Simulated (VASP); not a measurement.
Here is a VASP 6.6.1 calculation.

Contents of INCAR:

```
SYSTEM = Sn8O15
  PREC = Accurate
  ENCUT = 520
  EDIFF = 1E-6
  ISMEAR = -1
  SIGMA = 0.05
  LREAL = Auto
  LASPH = .TRUE.
  NELM = 80
  ALGO = Normal
  ISIF = 2
  LWAVE = .FALSE.
  LCHARG = .FALSE.
  GGA = PS
  NELECT = 200.0
  NBANDS = 118
```

The input KPOINTS:

```
regular mesh
0
G
  2 2 2
  0 0 0
```

The input POSCAR:

```
Sn8O15
1.0
   -4.7880040000     -4.8665820000      0.0000000000
    4.7880040000     -4.8665820000      0.0000000000
    0.0000000000      0.0000000000      6.4817960000
Sn O
8 15
Direct
   -0.0011060140      0.4988814547      0.2513093593
    0.4948699776      0.5002576089      0.0000000000
   -0.0011060140      0.4988814547      0.7486906407
    0.4977569074      0.5003579913      0.5000000000
    0.5183632104     -0.0001806338      0.2311070882
    0.0162056344     -0.0014850359      0.0000000000
    0.5183632104     -0.0001806338      0.7688929118
   -0.0352731252     -0.0010381914      0.5000000000
    0.1894701771      0.4969060105      0.0000000000
    0.0088558476      0.8100671665      0.2568865173
    1.0061848460      0.1873154382      0.2570472752
    0.8029863236      0.5016478118      0.0000000000
    0.1927437331      0.4953301553      0.5000000000
    0.0088558476      0.8100671665      0.7431134827
    1.0061848460      0.1873154382      0.7429527248
    0.8036603665      0.5023655054      0.5000000000
    0.7125702881      0.9967277366      0.0000000000
    0.4971474977      0.3013404349      0.2520401753
    0.4897616642      0.6995964931      0.2522549306
    0.3167268232      0.0036479285      0.0000000000
    0.4971474977      0.3013404349      0.7479598247
    0.4897616642      0.6995964931      0.7477450694
    0.6634204091     -0.0033520079      0.5000000000
```

Potentials or basis: VASP PAW PBE potentials, release 64 (Sn_d, O).

The run is started by

```bash
$ cat potpaw_PBE.64/Sn_d/POTCAR potpaw_PBE.64/O/POTCAR > POTCAR
$ mpirun -np 1 vasp_std > vasp.out
```

Task: What does it give for the largest force?

Result: 0.057 eV/Å.

Forces in eV/Å, atoms in the order of the input:
```
Sn  -0.010 -0.013 -0.006
Sn   0.015 -0.003  0.000
Sn  -0.010 -0.013  0.006
Sn   0.008  0.004  0.000
Sn   0.011  0.010  0.024
Sn   0.006  0.005  0.000
Sn   0.011  0.010 -0.024
Sn  -0.025 -0.015  0.000
O   -0.009 -0.010  0.000
O   -0.028  0.021 -0.005
O    0.019 -0.025  0.001
O    0.011  0.014  0.000
O   -0.011 -0.014  0.000
O   -0.028  0.021  0.005
O    0.019 -0.025 -0.001
O    0.011  0.016  0.000
O   -0.042 -0.039  0.000
O    0.007  0.006  0.007
O    0.004  0.003  0.008
O    0.034  0.040  0.000
O    0.007  0.006 -0.007
O    0.004  0.003 -0.008
O   -0.006 -0.003  0.000
```

Caveat: the k points lie up to 0.48 Å⁻¹ apart; the cell carries a net charge on a neutralising background, which shifts energy and pressure; the PAW data sets were made with another functional, which shifts forces and pressure a little.
